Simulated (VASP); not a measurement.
Write the native input for VASP 6.6.1 that does the following.

- Task: single point
- Functional: r2SCAN
- Potentials or basis: VASP PAW PBE potentials, release 64 (Zn, S)
- Cutoff: 520 eV
- k mesh: 7 × 7 × 2
- Occupations: gaussian, width 0.05 eV
- Spin: no spin polarisation
- Dipole correction: no
- Further INCAR settings: ALGO = Normal; EDIFF = 1e-06; NBANDS = 46

Crystal: ZnS.

```
Zn S
1.0
    -3.80874    0.00000    0.00000
    -1.90437   -3.29846    0.00000
    -3.33245   -1.92399   12.46647
Zn S
4 4
Direct
  0.61720 0.61720 0.65626
  0.90885 0.90885 0.15626
  0.80473 0.80473 0.90622
  0.42972 0.42972 0.40622
  0.50805 0.50805 0.84339
  0.79970 0.79970 0.34339
  0.27866 0.27866 0.09373
  0.32034 0.32034 0.59373
```

This cell differs from its parent crystal: the part above a cut slid along it.

These files were run (other wordings do the same):

POSCAR

```
ZnS
1.0
   -3.8087369231      0.0000000000      0.0000000000
   -1.9043684615     -3.2984629317      0.0000000000
   -3.3324543708     -1.9239934281     12.4664651483
Zn S
4 4
Direct
    0.6172009798      0.6172009798      0.6562643926
   -0.0911490202     -0.0911490202      0.1562643926
   -0.1952651526     -0.1952651526      0.9062206171
    0.4297181807      0.4297181807      0.4062206171
   -0.4919471377      0.5080528623      0.8433861439
   -0.2002971377     -0.2002971377      0.3433861439
    0.2786612972      0.2786612972      0.0937288464
    0.3203446306      0.3203446306      0.5937288464
```

INCAR.step1

```
SYSTEM = ZnS
PREC = Accurate ; ENCUT = 520
ISMEAR = 0 ; SIGMA = 0.05
LREAL = .FALSE. ; LASPH = .TRUE.
NELM = 60 ; NBANDS = 46
GGA = PE ; ALGO = Normal
EDIFF = 1E-4 ; LWAVE = .TRUE.
LCHARG = .FALSE.
```

INCAR.step2

```
SYSTEM = ZnS
PREC = Accurate ; ENCUT = 520
EDIFF = 1E-6 ; ISMEAR = 0
SIGMA = 0.05 ; LREAL = .FALSE.
LASPH = .TRUE. ; NELM = 60
ALGO = Normal ; ISIF = 2
LWAVE = .FALSE. ; LCHARG = .FALSE.
METAGGA = R2SCAN ; LMIXTAU = .TRUE.
NBANDS = 46 ; ISTART = 1
```

KPOINTS

```
regular mesh
0
G
  7 7 2
  0 0 0
```

Potentials or basis: VASP PAW PBE potentials, release 64 (Zn, S).

Command:

```console
$ cat potpaw_PBE.64/Zn/POTCAR potpaw_PBE.64/S/POTCAR > POTCAR
$ cp INCAR.step1 INCAR
$ mpirun -np 1 vasp_std > vasp.out
$ cp INCAR.step2 INCAR
$ mpirun -np 1 vasp_std > vasp.out
```

It gave:

```
Pressure               : -0.3 GPa
Largest force          : 0.514 eV/Å
Band gap on the k mesh : 1.80 eV
```

Caveat: the cell differs from its parent crystal (the part above a cut slid along it); the PAW data sets were made with another functional, which shifts forces and pressure a little.

It took 22 min on 1 thread of Oxide Virtual Turin-like Processor (shared host), peak memory 0.36 GiB.
